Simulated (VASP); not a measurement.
The system is SnTe.

```
CELL_PARAMETERS angstrom
2.26022 1.30494 3.77201
-2.26022 1.30494 3.77201
0.00000 -2.60988 3.77201
ATOMIC_POSITIONS crystal
Sn 0.00047 0.00047 0.00047
Te 0.52053 0.52053 0.52053
```

```yaml
Program: VASP 6.6.1
Task: relaxation of cell and atoms
Functional: PBEsol
Potentials_or_basis: VASP PAW PBE potentials, release 64 (Sn_d, Te)
Cutoff: 600 eV
k_mesh: 6 × 6 × 6
Occupations: fermi-dirac, width 0.02 eV
Spin: no spin polarisation
```

At the start: pressure -2.3 GPa; volume 33.38 Å³/atom.

Question: How do energy, volume and symmetry change on relaxing?

Answer: Over 16 steps the energy falls by 16.4 meV/atom and the volume is 31.21 Å³/atom (-6.5 %); space group R3m (No. 160, to 0.05 Å).

The path:
```csv
step,energy change (eV),largest force (eV/Å),pressure (GPa),volume (Å³)
1,0.0000,0.0256,-2.32,66.75
2,-0.0260,0.1341,0.65,62.20
3,-0.0278,0.0997,0.01,63.07
4,-0.0278,0.0971,-0.05,63.15
5,-0.0287,0.0855,-0.06,63.07
6,-0.0308,0.0555,-0.02,62.84
7,-0.0327,0.0146,0.09,62.38
8,-0.0328,0.0096,0.10,62.29
9,-0.0328,0.0054,0.13,62.20
10,-0.0322,0.0118,-0.38,62.88
11,-0.0329,0.0014,0.02,62.38
12,-0.0329,0.0001,-0.02,62.40
13,-0.0329,0.0012,0.01,62.38
14,-0.0329,0.0004,0.03,62.39
15,-0.0329,0.0008,-0.04,62.44
16,-0.0329,0.0004,-0.01,62.42
```

Final structure:
```
Sn Te
1.0
     2.22299    1.28345    3.64608
    -2.22299    1.28345    3.64608
     0.00000   -2.56689    3.64608
Sn Te
1 1
Direct
  0.00549 0.00549 0.00549
  0.51550 0.51550 0.51550
```

Caveat: the PAW data sets were made with another functional, which shifts forces and pressure a little.
